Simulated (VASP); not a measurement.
# Li2S (Fm-3m) in VASP: single point with LDA

Aim: the single point of Li2S with LDA.

All numbers are computed with VASP 6.6.1; they aren't measurements. Logs are shortened: lines on timing, memory, paths and dates and some standing lists are left out, and cuts for length are marked.

### Step 1. The cell of the first run

Symmetry: Fm-3m, No. 225, cubic system. The conventional cell has a = 5.691 Å, b = 5.691 Å, c = 5.691 Å, α = 90.00°, β = 90.00°, γ = 90.00°. Li (site symmetry -43m) has 4 S at 2.46 Å and 6 Li at 2.85 Å within 3.3 Å. Within 3.3 Å of S (site symmetry m-3m) lie 8 Li at 2.46 Å.

### Step 2. Single point, LDA

The input, INCAR:

```
SYSTEM = Li2S
  PREC = Accurate
  ENCUT = 750
  EDIFF = 1E-6
  ISMEAR = 0
  SIGMA = 0.01
  LREAL = .False.
  LASPH = .True.
  NELM = 120
  ALGO = Normal
  ISIF = 2
  LWAVE = .False.
  LCHARG = .False.
  GGA = CA
  NBANDS = 13
  GGA_COMPAT = .False.
```

The input, KPOINTS:

```
regular mesh
0
Gamma
  4 4 4
  0 0 0
```

The input, POSCAR:

```
Li2S
1.0
    0.0000000000      2.8452943747      2.8452943747
    2.8452943747      0.0000000000      2.8452943747
    2.8452943747      2.8452943747      0.0000000000
Li S
2 1
Direct
    0.2500000000      0.2500000000      0.2500000000
    0.7500000000      0.7500000000      0.7500000000
    0.0000000000      0.0000000000      0.0000000000
```

Potentials or basis: VASP PAW LDA potentials, release 64 (Li_sv, S).

On the command line:

```
> cat potpaw_LDA.64/Li_sv/POTCAR potpaw_LDA.64/S/POTCAR > POTCAR
> mpirun -np 1 vasp_std > vasp.out
```

OUTCAR:

```text
SYSTEM = Li2S
   PREC = Accurate
   ENCUT = 750
   EDIFF = 1E-6
   ISMEAR = 0
   LREAL = .False.
   LASPH = .True.
   NELM = 120
   ISIF = 2
   GGA = CA

 ion  position               nearest neighbor table
   1  0.250  0.250  0.250-   3 2.46   3 2.46   3 2.46   3 2.46
   2  0.750  0.750  0.750-   3 2.46   3 2.46   3 2.46   3 2.46
   3  0.000  0.000  0.000-   2 2.46   2 2.46   2 2.46   1 2.46   2 2.46   1 2.46   1 2.46   1 2.46

  LATTYP: Found a face centered cubic cell.
 ALAT       =     5.6905887494

  Lattice vectors:

 A1 = (   0.0000000000,   2.8452943747,   2.8452943747)
 A2 = (   2.8452943747,   0.0000000000,   2.8452943747)
 A3 = (   2.8452943747,   2.8452943747,   0.0000000000)

Analysis of symmetry for initial positions (statically):
=====================================================================
 Subroutine PRICEL returns:
 Original cell was already a primitive cell.

 Routine SETGRP: Setting up the symmetry group for a
 face centered cubic supercell.

 Subroutine GETGRP returns: Found 48 space group operations
 (whereof 48 operations were pure point group operations)
 out of a pool of 48 trial point group operations.

The static configuration has the point symmetry O_h .

Analysis of symmetry for dynamics (positions and initial velocities):
=====================================================================
 Subroutine PRICEL returns:
 Original cell was already a primitive cell.

 Routine SETGRP: Setting up the symmetry group for a
 face centered cubic supercell.

 Subroutine GETGRP returns: Found 48 space group operations
 (whereof 48 operations were pure point group operations)
 out of a pool of 48 trial point group operations.

The dynamic configuration has the point symmetry O_h .

 Subroutine INISYM returns: Found 48 space group operations
 (whereof 48 operations are pure point group operations),
 and found     1 'primitive' translations

----------------------------------------------------------------------------------------

                                     Primitive cell

  volume of cell :      46.0693

  direct lattice vectors                    reciprocal lattice vectors
     0.000000000  2.845294375  2.845294375    -0.175728742  0.175728742  0.175728742
     2.845294375  0.000000000  2.845294375     0.175728742 -0.175728742  0.175728742
     2.845294375  2.845294375  0.000000000     0.175728742  0.175728742 -0.175728742

  length of vectors
     4.023853894  4.023853894  4.023853894     0.304371109  0.304371109  0.304371109

  position of ions in fractional coordinates (direct lattice)
     0.250000000  0.250000000  0.250000000
     0.750000000  0.750000000  0.750000000
     0.000000000  0.000000000  0.000000000

  ion indices of the primitive-cell ions
   primitive index   ion index
                 1           1
                 2           2
                 3           3

----------------------------------------------------------------------------------------

 KPOINTS: regular mesh

Automatic generation of k-mesh.
 Grid dimensions read from file:
 generate k-points for:    4    4    4

 Generating k-lattice:

  Cartesian coordinates                     Fractional coordinates (reciprocal lattice)
    -0.043932185  0.043932185  0.043932185     0.250000000  0.000000000  0.000000000
     0.043932185 -0.043932185  0.043932185     0.000000000  0.250000000  0.000000000
     0.043932185  0.043932185 -0.043932185     0.000000000  0.000000000  0.250000000

  Length of vectors
     0.076092777  0.076092777  0.076092777

  Shift w.r.t. Gamma in fractional coordinates (k-lattice)
     0.000000000  0.000000000  0.000000000

 Subroutine IBZKPT returns following result:
 ===========================================

 Found      8 irreducible k-points:

 Following reciprocal coordinates:
            Coordinates               Weight
  0.000000  0.000000  0.000000      1.000000
  0.250000  0.000000  0.000000      8.000000
  0.500000  0.000000  0.000000      4.000000
  0.250000  0.250000  0.000000      6.000000
  0.500000  0.250000  0.000000     24.000000
 -0.250000  0.250000  0.000000     12.000000
  0.500000  0.500000  0.000000      3.000000
 -0.250000  0.500000  0.250000      6.000000
   k-points           NKPTS =      8   k-points in BZ     NKDIM =      8   number of bands    NBANDS=     13
   number of dos      NEDOS =    301   number of ions     NIONS =      3
   total plane-waves  NPLWV =  46656
   dimension x,y,z NGX =    36 NGY =   36 NGZ =   36
   dimension x,y,z NGXF=    72 NGYF=   72 NGZF=   72
   ions per type =               2   1
   NGX,Y,Z   is equivalent  to a cutoff of  14.87, 14.87, 14.87 a.u.
   NGXF,Y,Z  is equivalent  to a cutoff of  29.75, 29.75, 29.75 a.u.
 SYSTEM =  Li2S
   PREC   = accura    normal or accurate (medium, high low for compatibility)
   ISTART =      0    job   : 0-new  1-cont  2-samecut
   ICHARG =      2    charge: 1-file 2-atom 10-const
   ISPIN  =      1    spin polarized calculation?
   LNONCOLLINEAR =      F non collinear calculations
   LSORBIT =      F    spin-orbit coupling
   LASPH  =      T    aspherical Exc in radial PAW
   ENCUT  =  750.0 eV  55.12 Ry    7.42 a.u.   8.99  8.99  8.99*2*pi/ulx,y,z
   NELM   =    120;   NELMIN=  2; NELMDL= -5     # of ELM steps
   EDIFF  = 0.1E-05   stopping-criterion for ELM
   LREAL  =      F    real-space projection
   EDIFFG = 0.1E-04   stopping-criterion for IOM
   NSW    =      0    number of steps for IOM
   IBRION =     -1    ionic relax: 0-MD 1-quasi-New 2-CG
   NFREE  =      0    steps in history (QN), initial steepest desc. (CG)
   ISIF   =      2    stress and relaxation
   ISYM   =      2    0-nonsym 1-usesym 2-fastsym
   POTIM  = 0.5000    time-step for ionic-motion
   TEBEG  =    0.0;   TEEND  =   0.0 temperature during run
   PSTRESS=    0.0 pullay stress
   NELECT =      12.0000    total number of electrons
   NUPDOWN=      -1.0000    fix difference up-down
   EMIN   =  10.00;   EMAX   =-10.00  energy-range for DOS
   EFERMI =   0.00;   METHOD = LEGACY
   ISMEAR =     0;   SIGMA  =   0.01  broadening in eV -4-tet -1-fermi 0-gaus
   EFERMI_NEDOS =   21; number of points for ismear=-14 and -15
   IALGO  =     38    algorithm
   IMIX   =      4    mixing-type and parameters
     AMIX     =   0.40;   BMIX     =  1.00
     AMIX_MAG =   1.60;   BMIX_MAG =  1.00
  volume/ion in A,a.u.               =      15.36       103.63
  Fermi-wavevector in a.u.,A,eV,Ry     =   1.045518  1.975742 14.872626  1.093107
  Thomas-Fermi vector in A             =   2.180317
   LORBIT       =      0    0 simple, 1 ext, 2 COOP (PROOUT), +10 PAW based schemes
   GGA     = CA    functional components
   LHFCALC =     F    Hartree Fock is set to
   AEXX    =    0.0000 exact exchange contribution
   IVDW    =     0    specifies the selected vdW correction
   LEPSILON=     F    determine dielectric tensor
   LRPA    =     F    only Hartree local field effects (RPA)
 non-spin polarized calculation
 Gauss-broadening in eV      SIGMA  =   0.01
  energy-cutoff  :      750.00
  volume of cell :       46.07
 maximum number of plane-waves:      2180
   NGX = 17   NGY = 17   NGZ = 17

 number of electron      11.9999998 magnetization

 Free energy of the ion-electron system (eV)
  ---------------------------------------------------
  ext. energy  EPLUGINS =         0.00000000
  ---------------------------------------------------
  free energy    TOTEN  =       -12.97907899 eV

  energy without entropy =      -12.97907899  energy(sigma->0) =      -12.97907899

 E-fermi :   1.5169     XC(G=0):  -8.8353

 val. band max:        1.4142391795   @ k =   0.0000   0.0000   0.0000
 cond. band min:       4.5751352367   @ k =   0.5000   0.5000   0.0000
 fundamental gap:      3.1608960572
 Fermi energy:         1.5169304457

 k-point     1 :       0.0000    0.0000    0.0000
  band No.  band energies     occupation
      1     -41.7871      2.00000
      2     -41.7381      2.00000
      3      -9.5703      2.00000
      4       1.4142      2.00000
      5       1.4142      2.00000
      6       1.4142      2.00000
      7       5.4929      0.00000
      8       7.4268      0.00000
      9       7.4268      0.00000
     10       7.4268      0.00000
     11      12.5426      0.00000
     12      12.5426      0.00000
     13      13.5580      0.00000

 k-point     2 :       0.2500    0.0000    0.0000
  band No.  band energies     occupation
      1     -41.7794      2.00000
      2     -41.7448      2.00000
      3      -9.3657      2.00000
      4      -0.3246      2.00000
      5       1.1238      2.00000
      6       1.1238      2.00000
      7       6.5956      0.00000
      8       7.9973      0.00000
      9       7.9973      0.00000
     10       8.6586      0.00000
     11      11.1066      0.00000
     12      11.1066      0.00000
     13      14.2154      0.00000

 k-point     3 :       0.5000    0.0000    0.0000
  band No.  band energies     occupation
      1     -41.7616      2.00000
      2     -41.7616      2.00000
      3      -9.1303      2.00000
      4      -1.5366      2.00000
      5       0.8869      2.00000
      6       0.8869      2.00000
      7       7.3515      0.00000
      8       7.7875      0.00000
      9       7.7875      0.00000
     10       9.6274      0.00000
     11      13.9381      0.00000
     12      13.9381      0.00000
     13      14.4269      0.00000

 k-point     4 :       0.2500    0.2500    0.0000
  band No.  band energies     occupation
      1     -41.7782      2.00000
      2     -41.7456      2.00000
      3      -9.3017      2.00000
      4       0.0550      2.00000
      5       0.5679      2.00000
      6       0.5679      2.00000
      7       6.0122      0.00000
      8       7.8895      0.00000
      9       9.1868      0.00000
     10       9.1868      0.00000
     11      10.2308      0.00000
     12      13.5400      0.00000
     13      15.6516      0.00000

 k-point     5 :       0.5000    0.2500    0.0000
  band No.  band energies     occupation
      1     -41.7672      2.00000
      2     -41.7557      2.00000
      3      -9.0687      2.00000
      4      -1.0336      2.00000
      5       0.0696      2.00000
      6       0.3587      2.00000
      7       6.1572      0.00000
      8       9.1566      0.00000
      9       9.4801      0.00000
     10       9.5731      0.00000
     11      12.2752      0.00000
     12      13.7053      0.00000
     13      14.6336      0.00000

 k-point     6 :      -0.2500    0.2500    0.0000
  band No.  band energies     occupation
      1     -41.7698      2.00000
      2     -41.7534      2.00000
      3      -9.1425      2.00000
      4      -0.9133      2.00000
      5       0.0015      2.00000
      6       0.8478      2.00000
      7       7.3357      0.00000
      8       8.0190      0.00000
      9       9.5402      0.00000
     10       9.5996      0.00000
     11       9.7866      0.00000
     12      13.4598      0.00000
     13      15.2667      0.00000

 k-point     7 :       0.5000    0.5000    0.0000
  band No.  band energies     occupation
      1     -41.7694      2.00000
      2     -41.7531      2.00000
      3      -9.0039      2.00000
      4      -0.7882      2.00000
      5      -0.0591      2.00000
      6      -0.0591      2.00000
      7       4.5751      0.00000
      8       8.3870      0.00000
      9      12.2603      0.00000
     10      12.2603      0.00000
     11      13.3331      0.00000
     12      13.7701      0.00000
     13      13.7701      0.00000

 k-point     8 :      -0.2500    0.5000    0.2500
  band No.  band energies     occupation
      1     -41.7613      2.00000
      2     -41.7613      2.00000
      3      -8.9915      2.00000
      4      -0.4551      2.00000
      5      -0.4551      2.00000
      6      -0.4215      2.00000
      7       6.7272      0.00000
      8       8.4659      0.00000
      9      10.1850      0.00000
     10      10.1850      0.00000
     11      13.0870      0.00000
     12      13.0870      0.00000
     13      13.9457      0.00000

------------------------ aborting loop because EDIFF is reached ----------------------------------------

  FORCE on cell =-STRESS in cart. coord.  units (eV):
  Direction    XX          YY          ZZ          XY          YZ          ZX
  --------------------------------------------------------------------------------------
  -------------------------------------------------------------------------------------
  Total       -0.7787381     -0.7787381     -0.7787381     -0.0000000      0.0000000      0.0000000
  in kB      -27.0826029    -27.0826029    -27.0826029     -0.0000000      0.0000000      0.0000000
  external PRESSURE =     -27.0826029 kB  Pullay stress =       0.0000000 kB

 VOLUME and BASIS-vectors are now :
 -----------------------------------------------------------------------------
  energy-cutoff  :      750.00
  volume of cell :       46.07
      direct lattice vectors                 reciprocal lattice vectors
     0.000000000  2.845294375  2.845294375    -0.175728742  0.175728742  0.175728742
     2.845294375  0.000000000  2.845294375     0.175728742 -0.175728742  0.175728742
     2.845294375  2.845294375  0.000000000     0.175728742  0.175728742 -0.175728742

 POSITION                                       TOTAL-FORCE (eV/Angst)
 -----------------------------------------------------------------------------------
      1.42265      1.42265      1.42265         0.000000      0.000000      0.000000
      4.26794      4.26794      4.26794        -0.000000     -0.000000     -0.000000
      0.00000      0.00000      0.00000        -0.000000      0.000000     -0.000000
 -----------------------------------------------------------------------------------
    total drift:                                0.000000      0.000000      0.000000

  FREE ENERGIE OF THE ION-ELECTRON SYSTEM (eV)
  ---------------------------------------------------
  free  energy   TOTEN  =       -12.9790789852 eV

  energy  without entropy=      -12.9790789852  energy(sigma->0) =      -12.97907899
```

Wall time 7 s (1 thread of Intel Xeon Platinum 8488C (Sapphire Rapids), shared host); peak memory 0.16 GiB.

Results:

| Property | Result |
| --- | --- |
| Free energy | -12.9791 eV |
| Pressure | -2.7 GPa |
| Band gap on the k mesh | 3.16 eV, indirect (least direct gap 4.08 eV) |

Levels at points of the mesh, in eV from the valence-band top:
```
           k point  band 3  band 4  band 5  band 6  band 7  band 8  band 9  band 10
(0.00, 0.00, 0.00)  -10.98    0.00    0.00    0.00    4.08    6.01    6.01     6.01
(0.50, 0.00, 0.00)  -10.54   -2.95   -0.53   -0.53    5.94    6.37    6.37     8.21
(0.50, 0.50, 0.00)  -10.42   -2.20   -1.47   -1.47    3.16    6.97   10.85    10.85
```

Caveat: the k points lie up to 0.48 Å⁻¹ apart. LDA gaps usually lie below the measured ones, often by a third to a half.
